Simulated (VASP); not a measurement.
# CoO (P3m1) in VASP: notebook, part 2 of 2

VASP 6.6.1. Earlier steps stand in the parts before.

### Step 5. Single point, r2SCAN, collinear spin, ferromagnetic start

This run uses another cell than the first one, of 11.58 Å³/atom, 1.042 times its volume.

Input file POSCAR:

```
CoO
1.0
    3.1976457435      0.0000000000      0.0000000000
   -1.5988228718      2.7692424462      0.0000000000
    0.0000000000      0.0000000000      5.2287097100
Co O
2 2
Direct
    0.3333333333      0.6666666667      0.5033624100
    0.0000000000      0.0000000000      0.0034741400
    0.3333333333      0.6666666667      0.8715556000
    0.0000000000      0.0000000000      0.3716088500
```

Input file INCAR.step1:

```
ALGO = Normal
EDIFF = 1E-4
ENCUT = 520
GGA = PE
ISMEAR = -1
ISPIN = 2
LASPH = T
LCHARG = F
LMAXMIX = 4
LREAL = F
LWAVE = T
MAGMOM = 2 2 0 0
NBANDS = 27
NELM = 150
PREC = Accurate
SIGMA = 0.05
```

Input file INCAR.step2:

```
ALGO = Normal
EDIFF = 1E-7
ENCUT = 520
ISIF = 2
ISMEAR = -1
ISPIN = 2
ISTART = 1
LASPH = T
LCHARG = F
LMAXMIX = 4
LMIXTAU = T
LORBIT = 11
LREAL = F
LWAVE = F
MAGMOM = 2 2 0 0
METAGGA = R2SCAN
NBANDS = 27
NELM = 150
PREC = Accurate
SIGMA = 0.05
```

Input file KPOINTS:

```
k-points
0
Gamma
  10 10 5
```

Potentials or basis: VASP PAW PBE potentials, release 64 (Co, O).

Command:

```sh
$ cat potpaw_PBE.64/Co/POTCAR potpaw_PBE.64/O/POTCAR > POTCAR
$ cp INCAR.step1 INCAR
$ mpirun -np 1 vasp_std > vasp.out
$ cp INCAR.step2 INCAR
$ mpirun -np 1 vasp_std > vasp.out
```

OUTCAR:

```text
EDIFF = 1E-7
   ENCUT = 520
   ISIF = 2
   ISMEAR = -1
   ISPIN = 2
   ISTART = 1
   LASPH = T
   LORBIT = 11
   LREAL = F
   METAGGA = R2SCAN
   NELM = 150
   PREC = Accurate

 ion  position               nearest neighbor table
   1  0.333  0.667  0.503-   3 1.93   4 1.97   4 1.97   4 1.97
   2  0.000  0.000  0.003-   4 1.92   3 1.97   3 1.97   3 1.97
[... 1671 lines left out ...]
  energy-cutoff  :      520.00
  volume of cell :       46.30
      direct lattice vectors                 reciprocal lattice vectors
     3.197645743  0.000000000  0.000000000     0.312730077  0.180554794  0.000000000
    -1.598822872  2.769242446  0.000000000     0.000000000  0.361109588  0.000000000
     0.000000000  0.000000000  5.228709710     0.000000000  0.000000000  0.191251773

 POSITION                                       TOTAL-FORCE (eV/Angst)
 -----------------------------------------------------------------------------------
     -0.00000      1.84616      2.63194         0.000000     -0.000000     -0.451618
      0.00000      0.00000      0.01817        -0.000000     -0.000000     -0.461323
     -0.00000      1.84616      4.55711         0.000000     -0.000000      0.457555
      0.00000      0.00000      1.94303         0.000000      0.000000      0.455386
 -----------------------------------------------------------------------------------
    total drift:                               -0.000000     -0.000001     -0.054482

  FREE ENERGIE OF THE ION-ELECTRON SYSTEM (eV)
  ---------------------------------------------------
  free  energy   TOTEN  =       -42.7726513453 eV

  energy  without entropy=      -42.7726048977  energy(sigma->0) =      -42.77262812

 total charge

# of ion       s       p       d       tot
------------------------------------------
    1        0.356   0.454   7.149   7.959
    2        0.356   0.453   7.149   7.959
    3        1.552   3.500   0.000   5.053
    4        1.552   3.501   0.000   5.053
--------------------------------------------------
tot          3.817   7.908  14.298  26.023

 magnetization (x)

# of ion       s       p       d       tot
------------------------------------------
    1        0.022   0.064   2.549   2.635
    2        0.022   0.064   2.549   2.635
    3        0.021   0.244   0.000   0.266
    4        0.021   0.244   0.000   0.265
--------------------------------------------------
tot          0.087   0.616   5.097   5.800
```

OSZICAR.step1:

```text
N       E                     dE             d eps       ncg     rms          rms(c)
DAV:   1     0.253150170981E+03    0.25315E+03   -0.13602E+04  6296   0.131E+03
DAV:   2    -0.400450806541E+01   -0.25715E+03   -0.23023E+03  6422   0.311E+02
DAV:   3    -0.314194251413E+02   -0.27415E+02   -0.25925E+02  6949   0.115E+02
DAV:   4    -0.320450131316E+02   -0.62559E+00   -0.62324E+00  6942   0.180E+01
DAV:   5    -0.320649754805E+02   -0.19962E-01   -0.19959E-01  8350   0.302E+00    0.251E+01
DAV:   6    -0.309546150156E+02    0.11104E+01   -0.43612E+01  8210   0.947E+01    0.336E+01
DAV:   7    -0.264975086388E+02    0.44571E+01   -0.13804E+01  7332   0.789E+01    0.111E+01
DAV:   8    -0.266627470064E+02   -0.16524E+00   -0.19708E+00  8085   0.109E+01    0.637E+00
DAV:   9    -0.267253125811E+02   -0.62566E-01   -0.18758E+00  9428   0.189E+01    0.704E+00
DAV:  10    -0.266218274528E+02    0.10349E+00   -0.17566E+00  9309   0.157E+01    0.261E+00
DAV:  11    -0.266316141791E+02   -0.97867E-02   -0.92929E-02  9063   0.425E+00    0.116E+00
DAV:  12    -0.266229775835E+02    0.86366E-02   -0.30352E-02  9087   0.240E+00    0.302E-01
DAV:  13    -0.266236755182E+02   -0.69793E-03   -0.67927E-03  7645   0.720E-01    0.184E-01
DAV:  14    -0.266236080939E+02    0.67424E-04   -0.51341E-04  6572   0.241E-01
   1 F= -.26623608E+02 E0= -.26614032E+02  d E =-.191529E-01  mag=     5.8324
```

It took 2.9 min on 1 thread of Intel Xeon 6975P-C (Granite Rapids), shared host; peak memory 0.26 GiB.

Results:

| Quantity | Value |
| --- | --- |
| Free energy | -42.7727 eV |
| Pressure | 2.0 GPa |
| Largest force | 0.461 eV/Å |
| Band gap on the k mesh | 0.52 eV, direct |
| Net moment | 6.00 μB per cell |
| Site moments | Co +2.63; O +0.27 μB |
| Valence electrons inside the program's atomic spheres | Co 7.96; O 5.05 |

Forces in eV/Å, atoms in the order of the input:
```
Co   0.000  0.000 -0.452
Co   0.000  0.000 -0.461
O    0.000  0.000  0.458
O    0.000  0.000  0.455
```

Levels at points of the mesh, in eV from the valence-band top:
Spin up:
| k point | band 14 | band 15 | band 16 | band 17 | band 18 | band 19 | band 20 | band 21 | band 22 | band 23 |
| --- | --- | --- | --- | --- | --- | --- | --- | --- | --- | --- |
| (0.00, 0.00, 0.00) | -0.80 | -0.80 | -0.09 | 0.00 | 0.00 | 0.52 | 5.97 | 7.58 | 14.23 | 14.23 |
| (0.50, 0.00, 0.00) | -2.38 | -2.06 | -1.80 | -0.69 | -0.68 | 6.19 | 6.45 | 7.49 | 9.91 | 11.35 |
Spin down:
| k point | band 8 | band 9 | band 10 | band 11 | band 12 | band 13 | band 14 | band 15 | band 16 | band 17 |
| --- | --- | --- | --- | --- | --- | --- | --- | --- | --- | --- |
| (0.00, 0.00, 0.00) | -4.39 | -0.97 | -0.97 | -0.21 | -0.21 | 1.28 | 1.44 | 2.75 | 2.75 | 3.72 |
| (0.50, 0.00, 0.00) | -4.20 | -0.70 | -0.33 | -0.33 | -0.21 | 1.03 | 1.43 | 1.84 | 2.12 | 2.60 |

Caveat: the PAW data sets were made with another functional, which shifts forces and pressure a little. r2SCAN opens gaps a little over a GGA but as a rule still falls short of measured ones.

### Step 6. Summary

```csv
level,potentials or basis,cell,gap on the mesh (eV),pressure (GPa),moment (μB),largest force (eV/Å)
r2SCAN,"VASP PAW PBE potentials, release 64 (Co, O)","a = 3.154, b = 3.154, c = 5.158 Å, angles 90.0, 90.0, 120.0°, 4 atoms",0.48,9.2,6.00,0.50
r2SCAN,"VASP PAW PBE potentials, release 64 (Co, O)","a = 3.176, b = 3.176, c = 5.194 Å, angles 90.0, 90.0, 120.0°, 4 atoms",0.50,5.4,6.00,0.48
LDA,"VASP PAW LDA potentials, release 64 (Co, O)","a = 3.260, b = 3.260, c = 5.331 Å, angles 90.0, 90.0, 120.0°, 4 atoms",none,-20.6,5.74,0.19
r2SCAN,"VASP PAW PBE potentials, release 64 (Co, O)","a = 3.198, b = 3.198, c = 5.229 Å, angles 90.0, 90.0, 120.0°, 4 atoms",0.52,2.0,6.00,0.46
```

Alike in all rows: task single point; spin collinear, ferromagnetic start; k mesh 10 × 10 × 5; cutoff (eV) 520; smearing fermi-dirac 0.05 eV.

Caveats: the PAW data sets were made with another functional, which shifts forces and pressure a little (some runs); semilocal functionals often make such compounds metallic where correlation or magnetic order opens a gap, which also shifts bond lengths (some runs).

Total energies depend on the potentials used, so only differences within one code and one set of settings carry meaning.
